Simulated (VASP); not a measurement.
Set up this calculation in VASP 6.6.1, as the native input.

```
Task                   : single point
Functional             : r2SCAN
Potentials or basis    : VASP PAW PBE potentials, release 64 (In_d, Ga_d, As)
Cutoff                 : 520 eV
k mesh                 : 8 × 8 × 6
Occupations            : gaussian, width 0.01 eV
Spin                   : no spin polarisation
Dipole correction      : no
Further INCAR settings : ALGO = Normal; EDIFF = 1e-06; NBANDS = 26
```

Crystal: InGaAs2.

```xyz
4
Lattice="4.0702 0.0000 0.0000 0.0000 4.0702 0.0000 0.0000 0.0000 5.9934" Properties=species:S:1:pos:R:3 pbc="T T T"
In    0.0000    0.0000    2.9967
Ga    2.0351    2.0351    0.0000
As    2.0351    0.0000    4.6145
As    0.0000    2.0351    1.3789
```

This cell differs from its parent crystal: biaxial strain in the a-b plane: -2.0 %.

One way to write it, as run:

POSCAR

```
InGaAs2
1.0
    4.0702165238      0.0000000000      0.0000000000
    0.0000000000      4.0702165238      0.0000000000
    0.0000000000      0.0000000000      5.9933702610
In Ga As
1 1 2
Direct
    0.0000000000      0.0000000000      0.5000000000
    0.5000000000      0.5000000000      0.0000000000
    0.5000000000      0.0000000000      0.7699369558
    0.0000000000      0.5000000000      0.2300630442
```

INCAR.step1

```
PREC = Accurate
ENCUT = 520
ISMEAR = 0
SIGMA = 0.01
LREAL = F
LASPH = T
NELM = 100
NBANDS = 26
GGA = PE
ALGO = Normal
EDIFF = 1E-4
LWAVE = T
LCHARG = F
```

INCAR.step2

```
PREC = Accurate
ENCUT = 520
EDIFF = 1E-6
ISMEAR = 0
SIGMA = 0.01
LREAL = F
LASPH = T
NELM = 100
ALGO = Normal
ISIF = 2
LWAVE = F
LCHARG = F
METAGGA = R2SCAN
LMIXTAU = T
NBANDS = 26
ISTART = 1
```

KPOINTS

```
regular mesh
0
Gamma
  8 8 6
```

Potentials or basis: VASP PAW PBE potentials, release 64 (In_d, Ga_d, As).

Launch:

```console
$ cat potpaw_PBE.64/In_d/POTCAR potpaw_PBE.64/Ga_d/POTCAR potpaw_PBE.64/As/POTCAR > POTCAR
$ cp INCAR.step1 INCAR
$ mpirun -np 1 vasp_std > vasp.out
$ cp INCAR.step2 INCAR
$ mpirun -np 1 vasp_std > vasp.out
```

It gave:

* Pressure: 1.9 GPa
* Largest force: 0.013 eV/Å
* Band gap on the k mesh: 0.40 eV

Caveat: the cell differs from its parent crystal (biaxial strain in the a-b plane: -2.0 %); semilocal functionals underestimate gaps, and a narrow one can read as zero; the PAW data sets were made with another functional, which shifts forces and pressure a little; spin-orbit coupling is left out, which moves the levels of the heavy elements.

It took 4 min on 1 thread of Intel(R) Xeon(R) 6975P-C (Granite Rapids), with other jobs on the host, peak memory 0.32 GiB.
